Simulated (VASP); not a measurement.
# AgCl (Fm-3m) in VASP: single point with PBE

Aim: the single point of AgCl with PBE.

All numbers are computed with VASP 6.6.1; they aren't measurements. Logs are shortened: lines on timing, memory, paths and dates and some standing lists are left out, and cuts for length are marked.

### Step 1. The cell of the first run

The structure is cubic, space group Fm-3m (No. 225). The conventional cell has a = 5.546 Å, b = 5.546 Å, c = 5.546 Å, α = 90.00°, β = 90.00°, γ = 90.00°. Ag (site symmetry m-3m) has 6 Cl at 2.77 Å within 3.7 Å. Within 3.7 Å of Cl (site symmetry m-3m) lie 6 Ag at 2.77 Å.

### Step 2. Single point, PBE, non-collinear spin, zero start, spin-orbit coupling

Contents of INCAR:

```
PREC = Accurate ; ENCUT = 520
EDIFF = 1E-6 ; ISMEAR = -1
SIGMA = 0.02 ; LREAL = F
LASPH = T ; NELM = 150
ALGO = Normal ; ISIF = 2
LWAVE = F ; LCHARG = T
LNONCOLLINEAR = T ; MAGMOM = 0 0 0 0 0 0
LORBIT = 11 ; LSORBIT = T
GGA_COMPAT = F ; LORBMOM = T
LMAXMIX = 4 ; GGA = PE
LVHAR = T ; NBANDS = 30
```

Contents of KPOINTS:

```
regular mesh
0
Gamma
  8 8 8
```

Contents of POSCAR:

```
AgCl
1.0
    0.0000000000      2.7731838115      2.7731838115
    2.7731838115      0.0000000000      2.7731838115
    2.7731838115      2.7731838115      0.0000000000
Ag Cl
1 1
Direct
    0.0000000000      0.0000000000      0.0000000000
    0.5000000000      0.5000000000      0.5000000000
```

Potentials or basis: VASP PAW PBE potentials, release 64 (Ag, Cl).

Command:

```
$ cat potpaw_PBE.64/Ag/POTCAR potpaw_PBE.64/Cl/POTCAR > POTCAR
$ mpirun -np 1 vasp_ncl > vasp.out
```

OUTCAR:

```text
PREC = Accurate
   ENCUT = 520
   EDIFF = 1E-6
   ISMEAR = -1
   LREAL = F
   LASPH = T
   NELM = 150
   ISIF = 2
   LNONCOLLINEAR = T
   LORBIT = 11
   LSORBIT = T
   GGA = PE

 ion  position               nearest neighbor table
   1  0.000  0.000  0.000-   2 2.77   2 2.77   2 2.77   2 2.77   2 2.77   2 2.77
   2  0.500  0.500  0.500-   1 2.77   1 2.77   1 2.77   1 2.77   1 2.77   1 2.77

  LATTYP: Found a face centered cubic cell.
 ALAT       =     5.5463676230

  Lattice vectors:

 A1 = (   0.0000000000,   2.7731838115,   2.7731838115)
 A2 = (   2.7731838115,   0.0000000000,   2.7731838115)
 A3 = (   2.7731838115,   2.7731838115,   0.0000000000)

Analysis of symmetry for initial positions (statically):
=====================================================================
 Subroutine PRICEL returns:
 Original cell was already a primitive cell.

 Routine SETGRP: Setting up the symmetry group for a
 face centered cubic supercell.

 Subroutine GETGRP returns: Found 48 space group operations
 (whereof 48 operations were pure point group operations)
 out of a pool of 48 trial point group operations.

The static configuration has the point symmetry O_h .

Analysis of symmetry for dynamics (positions and initial velocities):
=====================================================================
 Subroutine PRICEL returns:
 Original cell was already a primitive cell.

 Routine SETGRP: Setting up the symmetry group for a
 face centered cubic supercell.

 Subroutine GETGRP returns: Found 48 space group operations
 (whereof 48 operations were pure point group operations)
 out of a pool of 48 trial point group operations.

The dynamic configuration has the point symmetry O_h .

Analysis of structural, dynamic, and magnetic symmetry:
=====================================================================
 Subroutine PRICEL returns:
 Original cell was already a primitive cell.

 Routine SETGRP: Setting up the symmetry group for a
 face centered cubic supercell.

 Subroutine GETGRP returns: Found 48 space group operations
 (whereof 48 operations were pure point group operations)
 out of a pool of 48 trial point group operations.

The overall configuration has the point symmetry O_h .

 Subroutine INISYM returns: Found 48 space group operations
 (whereof 48 operations are pure point group operations),
 and found     1 'primitive' translations

----------------------------------------------------------------------------------------

                                     Primitive cell

  volume of cell :      42.6546

  direct lattice vectors                    reciprocal lattice vectors
     0.000000000  2.773183812  2.773183812    -0.180298182  0.180298182  0.180298182
     2.773183812  0.000000000  2.773183812     0.180298182 -0.180298182  0.180298182
     2.773183812  2.773183812  0.000000000     0.180298182  0.180298182 -0.180298182

  length of vectors
     3.921874157  3.921874157  3.921874157     0.312285612  0.312285612  0.312285612

  position of ions in fractional coordinates (direct lattice)
     0.000000000  0.000000000  0.000000000
     0.500000000  0.500000000  0.500000000

  ion indices of the primitive-cell ions
   primitive index   ion index
                 1           1
                 2           2

----------------------------------------------------------------------------------------

 KPOINTS: regular mesh

Automatic generation of k-mesh.
 Grid dimensions read from file:
 generate k-points for:    8    8    8

 Generating k-lattice:

  Cartesian coordinates                     Fractional coordinates (reciprocal lattice)
    -0.022537273  0.022537273  0.022537273     0.125000000  0.000000000  0.000000000
     0.022537273 -0.022537273  0.022537273     0.000000000  0.125000000  0.000000000
[... 97 lines left out ...]
 number of electron      18.0000005 magnetization      -0.0000000      0.0000000     -0.0000000

 number of electron      18.0000005 magnetization       0.0000000     -0.0000000      0.0000000

 Free energy of the ion-electron system (eV)
  ---------------------------------------------------
  ext. energy  EPLUGINS =         0.00000000
  ---------------------------------------------------
  free energy    TOTEN  =        -5.41490903 eV

  energy without entropy =       -5.41490903  energy(sigma->0) =       -5.41490903

 E-fermi :   4.2743     XC(G=0):  -9.9658

 val. band max:        3.8556298753   @ k =   0.5000   0.0000   0.0000
 cond. band min:       4.7248107220   @ k =   0.0000   0.0000   0.0000
 fundamental gap:      0.8691808467
 Fermi energy:         4.2743025800

 k-point     1 :       0.0000    0.0000    0.0000
  band No.  band energies     occupation
      1     -11.3321      1.00000
      2     -11.3321      1.00000
      3       1.0703      1.00000
      4       1.0703      1.00000
      5       1.0703      1.00000
      6       1.0703      1.00000
[... 781 lines left out ...]
     29      17.3223      0.00000
     30      17.3223      0.00000

 [... further k-points ...]

------------------------ aborting loop because EDIFF is reached ----------------------------------------

  FORCE on cell =-STRESS in cart. coord.  units (eV):
  Direction    XX          YY          ZZ          XY          YZ          ZX
  --------------------------------------------------------------------------------------
  -------------------------------------------------------------------------------------
  Total        0.3838070      0.3838070      0.3838070      0.0000000      0.0000000     -0.0000000
  in kB       14.4164240     14.4164240     14.4164240      0.0000000      0.0000000     -0.0000000
  external PRESSURE =      14.4164240 kB  Pullay stress =       0.0000000 kB

 VOLUME and BASIS-vectors are now :
 -----------------------------------------------------------------------------
  energy-cutoff  :      520.00
  volume of cell :       42.65
      direct lattice vectors                 reciprocal lattice vectors
     0.000000000  2.773183812  2.773183812    -0.180298182  0.180298182  0.180298182
     2.773183812  0.000000000  2.773183812     0.180298182 -0.180298182  0.180298182
     2.773183812  2.773183812  0.000000000     0.180298182  0.180298182 -0.180298182

 POSITION                                       TOTAL-FORCE (eV/Angst)
 -----------------------------------------------------------------------------------
      0.00000      0.00000      0.00000        -0.000000     -0.000000     -0.000000
      2.77318      2.77318      2.77318         0.000000      0.000000      0.000000
 -----------------------------------------------------------------------------------
    total drift:                                0.000000      0.000000      0.000000

  FREE ENERGIE OF THE ION-ELECTRON SYSTEM (eV)
  ---------------------------------------------------
  free  energy   TOTEN  =        -5.4149090349 eV

  energy  without entropy=       -5.4149090349  energy(sigma->0) =       -5.41490903

 orbital moment (x)

 # of ion     p       d       tot
 ----------------------------------------
  1         0.000  -0.000  -0.000
  2        -0.000   0.000  -0.000
 ----------------------------------------
           -0.000  -0.000  -0.000

 orbital moment (y)

 # of ion     p       d       tot
 ----------------------------------------
  1        -0.000   0.000   0.000
  2        -0.000   0.000  -0.000
 ----------------------------------------
           -0.000   0.000   0.000

 orbital moment (z)

 # of ion     p       d       tot
 ----------------------------------------
  1         0.000   0.000   0.000
  2         0.000   0.000   0.000
 ----------------------------------------
            0.000   0.000   0.000

 Spin-Orbit-Coupling matrix elements

 Ion:    1  E_soc:     -0.0375164
 l=   1
     0.0000000    -0.0008250    -0.0008250
    -0.0008250     0.0000000    -0.0008250
    -0.0008250    -0.0008250     0.0000000
 l=   2
     0.0000000    -0.0011065     0.0000000    -0.0011065    -0.0043213
    -0.0011065     0.0000000    -0.0032410    -0.0011065    -0.0010803
     0.0000000    -0.0032410     0.0000000    -0.0032410     0.0000000
    -0.0011065    -0.0011065    -0.0032410     0.0000000    -0.0010803
    -0.0043213    -0.0010803     0.0000000    -0.0010803     0.0000000
 l=   3
     0.0000000     0.0000000     0.0000000     0.0000000     0.0000000     0.0000000     0.0000000
     0.0000000     0.0000000     0.0000000     0.0000000     0.0000000     0.0000000     0.0000000
     0.0000000     0.0000000     0.0000000     0.0000000     0.0000000     0.0000000     0.0000000
     0.0000000     0.0000000     0.0000000     0.0000000     0.0000000     0.0000000     0.0000000
     0.0000000     0.0000000     0.0000000     0.0000000     0.0000000     0.0000000     0.0000000
     0.0000000     0.0000000     0.0000000     0.0000000     0.0000000     0.0000000     0.0000000
     0.0000000     0.0000000     0.0000000     0.0000000     0.0000000     0.0000000     0.0000000

 Ion:    2  E_soc:     -0.0034476
 l=   1
     0.0000000    -0.0005746    -0.0005746
    -0.0005746     0.0000000    -0.0005746
    -0.0005746    -0.0005746     0.0000000
 l=   2
     0.0000000     0.0000000     0.0000000     0.0000000     0.0000000
     0.0000000     0.0000000     0.0000000     0.0000000     0.0000000
     0.0000000     0.0000000     0.0000000     0.0000000     0.0000000
     0.0000000     0.0000000     0.0000000     0.0000000     0.0000000
     0.0000000     0.0000000     0.0000000     0.0000000     0.0000000
 l=   3
     0.0000000     0.0000000     0.0000000     0.0000000     0.0000000     0.0000000     0.0000000
     0.0000000     0.0000000     0.0000000     0.0000000     0.0000000     0.0000000     0.0000000
     0.0000000     0.0000000     0.0000000     0.0000000     0.0000000     0.0000000     0.0000000
     0.0000000     0.0000000     0.0000000     0.0000000     0.0000000     0.0000000     0.0000000
     0.0000000     0.0000000     0.0000000     0.0000000     0.0000000     0.0000000     0.0000000
     0.0000000     0.0000000     0.0000000     0.0000000     0.0000000     0.0000000     0.0000000
     0.0000000     0.0000000     0.0000000     0.0000000     0.0000000     0.0000000     0.0000000

 total charge

# of ion       s       p       d       tot
------------------------------------------
    1        0.198   0.139   9.372   9.709
    2        1.603   3.475   0.000   5.078
--------------------------------------------------
tot          1.802   3.614   9.372  14.787

 magnetization (x)

# of ion       s       p       d       tot
------------------------------------------
    1        0.000   0.000   0.000   0.000
    2        0.000   0.000   0.000   0.000
--------------------------------------------------
tot          0.000   0.000   0.000   0.000

 magnetization (y)

# of ion       s       p       d       tot
------------------------------------------
    1        0.000   0.000   0.000   0.000
    2        0.000   0.000   0.000   0.000
--------------------------------------------------
tot          0.000   0.000   0.000   0.000

 magnetization (z)

# of ion       s       p       d       tot
------------------------------------------
    1        0.000   0.000  -0.000   0.000
    2       -0.000   0.000   0.000   0.000
--------------------------------------------------
tot          0.000   0.000  -0.000   0.000
```

Wall time 2.8 min (1 thread of Intel Xeon 8259CL, shared host); peak memory 0.3 GiB.

Results:

```yaml
Free_energy: -5.4149 eV
Pressure: 1.4 GPa
Net_moment: 0.00 μB per cell
Valence_electrons_inside_the_program's_atomic_spheres: Ag 9.71; Cl 5.08
```

Moments on the atoms (μB; x, y, z):
```
Ag  0.00 0.00 0.00
Cl  0.00 0.00 0.00
```
